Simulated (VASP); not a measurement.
# Fe (Im-3m) in VASP: a series of runs

Aim: see how the results for Fe move with the level of theory and the settings. Levels: LDA, PBE, revPBE+D4, PBEsol+D4. Tasks: single point.

All numbers are computed with VASP 6.6.1; they aren't measurements. Logs are shortened: lines on timing, memory, paths and dates and some standing lists are left out, and cuts for length are marked.

### 1 The cell of the first run

Symmetry: Im-3m, No. 229, cubic system. The conventional cell has a = 2.905 Å, b = 2.905 Å, c = 2.905 Å, α = 90.00°, β = 90.00°, γ = 90.00°. Within 3.3 Å of Fe (site symmetry m-3m) lie 14 Fe at 2.52 to 2.91 Å.

### 2 Single point, LDA, collinear spin, ferromagnetic start

File INCAR:

```
SYSTEM = Fe
PREC = Accurate ; ENCUT = 600
EDIFF = 1E-6 ; ISMEAR = -1
SIGMA = 0.05 ; LREAL = .FALSE.
LASPH = .TRUE. ; NELM = 200
ALGO = Normal ; ISIF = 2
LWAVE = .FALSE. ; LCHARG = .TRUE.
ISPIN = 2 ; MAGMOM = 3
LORBIT = 11 ; LMAXMIX = 4
LELF = .TRUE. ; LVHAR = .TRUE.
NBANDS = 18 ; GGA_COMPAT = .FALSE.
```

File KPOINTS:

```
regular mesh
0
G
  13 13 13
  0 0 0
```

File POSCAR:

```
Fe
1.0
   -1.4525565699      1.4525565699      1.4525565699
    1.4525565699     -1.4525565699      1.4525565699
    1.4525565699      1.4525565699     -1.4525565699
Fe
1
Direct
    0.0000000000      0.0000000000      0.0000000000
```

Potentials or basis: VASP PAW LDA potentials, release 64 (Fe_sv).

On the command line:

```sh
$ cat potpaw_LDA.64/Fe_sv/POTCAR > POTCAR
$ mpirun -np 1 vasp_std > vasp.out
```

OUTCAR:

```text
SYSTEM = Fe
   PREC = Accurate
   ENCUT = 600
   EDIFF = 1E-6
   ISMEAR = -1
   LREAL = .FALSE.
   LASPH = .TRUE.
   NELM = 200
   ISIF = 2
   ISPIN = 2
   LORBIT = 11

 ion  position               nearest neighbor table
   1  0.000  0.000  0.000-

  LATTYP: Found a body centered cubic cell.
 ALAT       =     2.9051131398

  Lattice vectors:

 A1 = (  -1.4525565699,   1.4525565699,   1.4525565699)
 A2 = (   1.4525565699,  -1.4525565699,   1.4525565699)
 A3 = (   1.4525565699,   1.4525565699,  -1.4525565699)

Analysis of symmetry for initial positions (statically):
=====================================================================
 Subroutine PRICEL returns:
 Original cell was already a primitive cell.

 Routine SETGRP: Setting up the symmetry group for a
 body centered cubic supercell.

 Subroutine GETGRP returns: Found 48 space group operations
 (whereof 48 operations were pure point group operations)
 out of a pool of 48 trial point group operations.

The static configuration has the point symmetry O_h .

Analysis of symmetry for dynamics (positions and initial velocities):
=====================================================================
 Subroutine PRICEL returns:
 Original cell was already a primitive cell.

 Routine SETGRP: Setting up the symmetry group for a
 body centered cubic supercell.

 Subroutine GETGRP returns: Found 48 space group operations
 (whereof 48 operations were pure point group operations)
 out of a pool of 48 trial point group operations.

The dynamic configuration has the point symmetry O_h .

Analysis of structural, dynamic, and magnetic symmetry:
=====================================================================
 Subroutine PRICEL returns:
 Original cell was already a primitive cell.

 Routine SETGRP: Setting up the symmetry group for a
 body centered cubic supercell.

 Subroutine GETGRP returns: Found 48 space group operations
 (whereof 48 operations were pure point group operations)
 out of a pool of 48 trial point group operations.

The overall configuration has the point symmetry O_h .

 Subroutine INISYM returns: Found 48 space group operations
 (whereof 48 operations are pure point group operations),
 and found     1 'primitive' translations

----------------------------------------------------------------------------------------

                                     Primitive cell

  volume of cell :      12.2591

  direct lattice vectors                    reciprocal lattice vectors
    -1.452556570  1.452556570  1.452556570     0.000000000  0.344220673  0.344220673
     1.452556570 -1.452556570  1.452556570     0.344220673  0.000000000  0.344220673
     1.452556570  1.452556570 -1.452556570     0.344220673  0.344220673  0.000000000

  length of vectors
     2.515901780  2.515901780  2.515901780     0.486801544  0.486801544  0.486801544

  position of ions in fractional coordinates (direct lattice)
     0.000000000  0.000000000  0.000000000

  ion indices of the primitive-cell ions
   primitive index   ion index
                 1           1

----------------------------------------------------------------------------------------

 KPOINTS: regular mesh

Automatic generation of k-mesh.
 Grid dimensions read from file:
 generate k-points for:   13   13   13

 Generating k-lattice:

  Cartesian coordinates                     Fractional coordinates (reciprocal lattice)
     0.000000000  0.026478513  0.026478513     0.076923077  0.000000000  0.000000000
     0.026478513  0.000000000  0.026478513     0.000000000  0.076923077  0.000000000
     0.026478513  0.026478513  0.000000000     0.000000000  0.000000000  0.076923077

  Length of vectors
     0.037446273  0.037446273  0.037446273

  Shift w.r.t. Gamma in fractional coordinates (k-lattice)
     0.000000000  0.000000000  0.000000000

 Subroutine IBZKPT returns following result:
 ===========================================

 Found     84 irreducible k-points:

 Following reciprocal coordinates:
            Coordinates               Weight
  0.000000  0.000000  0.000000      1.000000
  0.076923  0.000000  0.000000     12.000000
  0.153846  0.000000  0.000000     12.000000
  0.230769  0.000000  0.000000     12.000000
  0.307692  0.000000  0.000000     12.000000
  0.384615  0.000000  0.000000     12.000000
[... 16 lines left out ...]
  0.153846  0.076923  0.076923     24.000000
  0.230769  0.076923  0.076923     24.000000
 [... further k-points ...]
   k-points           NKPTS =     84   k-points in BZ     NKDIM =     84   number of bands    NBANDS=     18
   number of dos      NEDOS =    301   number of ions     NIONS =      1
   total plane-waves  NPLWV =   8000
   dimension x,y,z NGX =    20 NGY =   20 NGZ =   20
   dimension x,y,z NGXF=    40 NGYF=   40 NGZF=   40
   ions per type =               1
   NGX,Y,Z   is equivalent  to a cutoff of  13.22, 13.22, 13.22 a.u.
   NGXF,Y,Z  is equivalent  to a cutoff of  26.43, 26.43, 26.43 a.u.
 SYSTEM =  Fe
[... 93 lines left out ...]
      3     -42.8102      1.00000
      4     -42.7852      1.00000
      5       3.2953      1.00000
      6       8.1706      1.00000
[... 10 lines left out ...]
     17      41.5154      0.00000
     18      43.2188      0.00000

 k-point     4 :       0.2308    0.0000    0.0000
  band No.  band energies     occupation
      1     -76.3996      1.00000
      2     -42.9323      1.00000
      3     -42.8355      1.00000
      4     -42.7855      1.00000
      5       4.2884      1.00000
      6       7.9452      1.00000
[... 375 lines left out ...]
      4     -42.7999      1.00000
      5       3.7193      1.00000
      6       8.1072      1.00000
[... 10 lines left out ...]
     17      40.8797      0.00000
     18      40.8797      0.00000

 k-point    23 :       0.1538    0.0769    0.0769
  band No.  band energies     occupation
      1     -76.3954      1.00000
      2     -42.9583      1.00000
      3     -42.8254      1.00000
      4     -42.8007      1.00000
      5       4.6847      1.00000
      6       7.8656      1.00000
[... 10 lines left out ...]
     17      42.4839      0.00000
     18      43.4088      0.00000

 k-point    24 :       0.2308    0.0769    0.0769
  band No.  band energies     occupation
      1     -76.3825      1.00000
      2     -43.0193      1.00000
      3     -42.8585      1.00000
      4     -42.8017      1.00000
      5       5.6944      1.00000
      6       7.6419      1.00000
[... 10 lines left out ...]
     17      43.4199      0.00000
     18      46.6274      0.00000

 [... further k-points ...]

 spin component 2

 k-point     1 :       0.0000    0.0000    0.0000
  band No.  band energies     occupation
      1     -74.0078      1.00000
      2     -40.4293      1.00000
      3     -40.4293      1.00000
      4     -40.4293      1.00000
      5       2.7410      1.00000
      6      10.2056      0.99779
[... 10 lines left out ...]
     17      41.7639      0.00000
     18      41.7643      0.00000

 k-point     2 :       0.0769    0.0000    0.0000
  band No.  band energies     occupation
      1     -74.0041      1.00000
      2     -40.4518      1.00000
      3     -40.4374      1.00000
      4     -40.4296      1.00000
      5       2.9722      1.00000
      6      10.1338      0.99947
[... 10 lines left out ...]
     17      40.6560      0.00000
     18      42.3049      0.00000

 k-point     3 :       0.1538    0.0000    0.0000
  band No.  band energies     occupation
      1     -73.9938      1.00000
      2     -40.5103      1.00000
      3     -40.4570      1.00000
      4     -40.4299      1.00000
      5       3.6438      1.00000
      6       9.9398      0.99999
[... 10 lines left out ...]
     17      41.9908      0.00000
     18      43.8441      0.00000

 k-point     4 :       0.2308    0.0000    0.0000
  band No.  band energies     occupation
      1     -73.9791      1.00000
      2     -40.5922      1.00000
      3     -40.4845      1.00000
      4     -40.4302      1.00000
      5       4.6763      1.00000
      6       9.6754      1.00000
[... 375 lines left out ...]
      4     -40.4459      1.00000
      5       4.0754      1.00000
      6       9.8572      1.00000
[... 10 lines left out ...]
     17      41.5698      0.00000
     18      41.5698      0.00000

 k-point    23 :       0.1538    0.0769    0.0769
  band No.  band energies     occupation
      1     -73.9745      1.00000
      2     -40.6207      1.00000
      3     -40.4738      1.00000
      4     -40.4468      1.00000
      5       5.0812      1.00000
      6       9.5705      1.00000
[... 10 lines left out ...]
     17      42.9894      0.00000
     18      44.0374      0.00000

 k-point    24 :       0.2308    0.0769    0.0769
  band No.  band energies     occupation
      1     -73.9605      1.00000
      2     -40.6879      1.00000
      3     -40.5100      1.00000
      4     -40.4481      1.00000
      5       6.2562      1.00000
      6       9.3040      1.00000
[... 10 lines left out ...]
     17      43.8826      0.00000
     18      47.2005      0.00000

 [... further k-points ...]
[... 5 lines left out ...]
  --------------------------------------------------------------------------------------
  -------------------------------------------------------------------------------------
  Total       -2.4388879     -2.4388879     -2.4388879     -0.0000000     -0.0000000      0.0000000
  in kB     -318.7449167   -318.7449167   -318.7449167     -0.0000000     -0.0000000      0.0000000
  external PRESSURE =    -318.7449167 kB  Pullay stress =       0.0000000 kB

 VOLUME and BASIS-vectors are now :
 -----------------------------------------------------------------------------
  energy-cutoff  :      600.00
  volume of cell :       12.26
      direct lattice vectors                 reciprocal lattice vectors
    -1.452556570  1.452556570  1.452556570     0.000000000  0.344220673  0.344220673
     1.452556570 -1.452556570  1.452556570     0.344220673  0.000000000  0.344220673
     1.452556570  1.452556570 -1.452556570     0.344220673  0.344220673  0.000000000

 POSITION                                       TOTAL-FORCE (eV/Angst)
 -----------------------------------------------------------------------------------
      0.00000      0.00000      0.00000        -0.000000      0.000000      0.000000
 -----------------------------------------------------------------------------------
    total drift:                                0.000000     -0.000000      0.000000

  FREE ENERGIE OF THE ION-ELECTRON SYSTEM (eV)
  ---------------------------------------------------
  free  energy   TOTEN  =        -9.1072170960 eV

  energy  without entropy=       -9.0964846811  energy(sigma->0) =       -9.10185089

 total charge

# of ion       s       p       d       tot
------------------------------------------
    1        2.176   6.020   5.515  13.711

 magnetization (x)

# of ion       s       p       d       tot
------------------------------------------
    1       -0.002  -0.005   2.167   2.160
```

Wall time 16 s (1 thread of Intel Xeon 6975P-C (Granite Rapids), shared host); peak memory 0.14 GiB.

Results:

| Item | Value |
| --- | --- |
| Free energy | -9.1072 eV |
| Pressure | -31.9 GPa |
| Net moment | 2.19 μB per cell |
| Site moments | Fe +2.16 μB |
| Valence electrons inside the program's atomic spheres | Fe 13.71 |

### 3 Single point, PBE, collinear spin, ferromagnetic start

This run uses another cell than the first one, of 12.02 Å³/atom, 0.980 times its volume.

File INCAR:

```
  ALGO = Fast
  EDIFF = 1E-6
  ENCUT = 520
  GGA = PE
  ISIF = 2
  ISMEAR = -1
  ISPIN = 2
  LASPH = True
  LCHARG = False
  LMAXMIX = 4
  LORBIT = 11
  LREAL = False
  LWAVE = False
  MAGMOM = 3
  NBANDS = 14
  NELM = 150
  PREC = Accurate
  SIGMA = 0.05
```

File KPOINTS:

```
k-points
0
Gamma
  4 4 4
```

File POSCAR:

```
Fe
1.0
   -1.4430000000      1.4430000000      1.4430000000
    1.4430000000     -1.4430000000      1.4430000000
    1.4430000000      1.4430000000     -1.4430000000
Fe
1
Direct
    0.0000000000      0.0000000000      0.0000000000
```

Potentials or basis: VASP PAW PBE potentials, release 64 (Fe).

On the command line:

```sh
$ cat potpaw_PBE.64/Fe/POTCAR > POTCAR
$ mpirun -np 1 vasp_std > vasp.out
```

Wall time 4.2 s (1 thread of Intel Xeon Platinum 8488C (Sapphire Rapids), shared host); peak memory 0.13 GiB.

Results (log left out):

| Quantity | Value |
| --- | --- |
| Free energy | -8.2069 eV |
| Pressure | -13.9 GPa |
| Band gap on the k mesh | zero (filled and empty bands overlap) |
| Net moment | 2.00 μB per cell |
| Site moments | Fe +2.00 μB |
| Valence electrons inside the program's atomic spheres | Fe 7.17 |

Levels at points of the mesh, in eV from the Fermi level:
Spin up:
```tsv
k point	band 2	band 3	band 4	band 5	band 6	band 7	band 8	band 9
(0.00, 0.00, 0.00)	-2.26	-2.26	-2.26	-1.29	-1.29	24.12	24.12	24.12
(0.50, 0.00, 0.00)	-3.28	-1.18	-1.11	0.21	0.25	6.67	17.53	19.07
(0.50, 0.50, 0.50)	-4.77	0.00	0.00	0.00	9.24	9.24	9.24	14.78
```
Spin down:
```
           k point  band 1  band 2  band 3  band 4  band 5  band 6  band 7
(0.00, 0.00, 0.00)   -8.26   -0.68   -0.68   -0.68    1.42    1.42   23.89
(0.50, 0.00, 0.00)   -3.68   -1.85    0.32    1.22    1.65    2.08    7.87
(0.50, 0.50, 0.50)   -2.95   -2.95    1.81    1.81    1.81    9.48    9.48
```

Caveat: the k points lie up to 0.77 Å⁻¹ apart.

### 4 Single point, revPBE+D4, collinear spin, ferromagnetic start

This run uses another cell than the first one, of 11.08 Å³/atom, 0.904 times its volume.

File INCAR:

```
SYSTEM = Fe
PREC = Accurate
ENCUT = 520
EDIFF = 1E-6
ISMEAR = -1
SIGMA = 0.05
LREAL = .False.
LASPH = .True.
NELM = 150
ALGO = Normal
ISIF = 2
LWAVE = .False.
LCHARG = .False.
ISPIN = 2
MAGMOM = 3
LORBIT = 11
LMAXMIX = 4
GGA = RE
IVDW = 13
NBANDS = 14
```

File KPOINTS:

```
regular mesh
0
Gamma
  13 13 13
  0 0 0
```

File POSCAR:

```
Fe
1.0
   -1.4044817888      1.4044817888      1.4044817888
    1.4044817888     -1.4044817888      1.4044817888
    1.4044817888      1.4044817888     -1.4044817888
Fe
1
Direct
    0.0000000000      0.0000000000      0.0000000000
```

On the command line:

```sh
$ cat potpaw_PBE.64/Fe/POTCAR > POTCAR
$ mpirun -np 1 vasp_std > vasp.out
```

It took 15 s on 1 thread of Intel Xeon Platinum 8488C (Sapphire Rapids), shared host; peak memory 0.14 GiB.

The run converged. Its results:

| Quantity | Value |
| --- | --- |
| Free energy | -8.4486 eV |
| Pressure | -0.3 GPa |
| Net moment | 2.12 μB per cell |
| Site moments | Fe +2.11 μB |
| Valence electrons inside the program's atomic spheres | Fe 7.32 |
| Dispersion energy per atom | -0.602 eV |

Levels at points of the mesh, in eV from the Fermi level:
Spin up:
```
           k point  band 2  band 3  band 4  band 5  band 6  band 7  band 8  band 9
(0.00, 0.00, 0.00)   -2.35   -2.35   -2.35   -1.12   -1.12   25.25   25.25   25.25
```
Spin down:
| k point | band 1 | band 2 | band 3 | band 4 | band 5 | band 6 |
| --- | --- | --- | --- | --- | --- | --- |
| (0.00, 0.00, 0.00) | -8.44 | -0.50 | -0.50 | -0.50 | 1.65 | 1.65 |

Caveat: the PAW data sets were made with another functional, which shifts forces and pressure a little; pairwise dispersion overbinds metals, which lowers pressure and volume.

### 5 Single point, PBEsol+D4, collinear spin, ferromagnetic start

This run uses another cell than the first one, of 11.30 Å³/atom, 0.922 times its volume.

File INCAR:

```
PREC = Accurate
ENCUT = 520
EDIFF = 1E-6
ISMEAR = -1
SIGMA = 0.05
LREAL = False
LASPH = True
NELM = 150
ALGO = Fast
ISIF = 2
LWAVE = False
LCHARG = False
ISPIN = 2
MAGMOM = 3
LORBIT = 11
LMAXMIX = 4
GGA = PS
IVDW = 13
NBANDS = 14
```

File KPOINTS:

```
Automatic mesh
0
Gamma
  13 13 13
```

File POSCAR:

```
Fe
1.0
   -1.4135427549      1.4135427549      1.4135427549
    1.4135427549     -1.4135427549      1.4135427549
    1.4135427549      1.4135427549     -1.4135427549
Fe
1
Direct
    0.0000000000      0.0000000000      0.0000000000
```

On the command line:

```sh
$ cat potpaw_PBE.64/Fe/POTCAR > POTCAR
$ mpirun -np 1 vasp_std > vasp.out
```

Run time: 16 s. Hardware: 1 thread of Intel Xeon Platinum 8488C (Sapphire Rapids), shared host; peak memory 0.13 GiB.

It converged, with:

```yaml
Free_energy: -9.1112 eV
Pressure: -12.2 GPa
Net_moment: 2.13 μB per cell
Site_moments: Fe +2.12 μB
Valence_electrons_inside_the_program's_atomic_spheres: Fe 7.28
Dispersion_energy_per_atom: -0.204 eV
```

Levels at points of the mesh, in eV from the Fermi level:
Spin up:
```csv
k point,band 3,band 4,band 5,band 6,band 7,band 8
"(0.00, 0.00, 0.00)",-2.32,-2.32,-1.06,-1.06,24.98,24.98
```
Spin down:
```csv
k point,band 1,band 2,band 3,band 4,band 5,band 6
"(0.00, 0.00, 0.00)",-8.31,-0.45,-0.45,-0.45,1.55,1.55
```

Caveat: the PAW data sets were made with another functional, which shifts forces and pressure a little; pairwise dispersion overbinds metals, which lowers pressure and volume.

### 6 Summary

```tsv
level	potentials or basis	cell	k mesh	cutoff (eV)	second run	gap on the mesh (eV)	pressure (GPa)	moment (μB)
LDA	VASP PAW LDA potentials, release 64 (Fe_sv)	a = 2.516 Å, angles 109.5°, 1 atom	13 × 13 × 13	600	valence_matched	none	-31.9	2.19
PBE	VASP PAW PBE potentials, release 64 (Fe)	a = 2.499 Å, angles 109.5°, 1 atom	4 × 4 × 4	520	-	none	-13.9	2.00
revPBE+D4	VASP PAW PBE potentials, release 64 (Fe)	a = 2.433 Å, angles 109.5°, 1 atom	13 × 13 × 13	520	-	none	-0.3	2.12
PBEsol+D4	VASP PAW PBE potentials, release 64 (Fe)	a = 2.448 Å, angles 109.5°, 1 atom	13 × 13 × 13	520	-	none	-12.2	2.13
```

Alike in all rows: task single point; spin collinear, ferromagnetic start; smearing fermi-dirac 0.05 eV.

Caveats: some runs use coarse meshes; the PAW data sets were made with another functional, which shifts forces and pressure a little (some runs); pairwise dispersion overbinds metals, which lowers pressure and volume (some runs).

Total energies depend on the potentials used, so only differences within one code and one set of settings carry meaning.
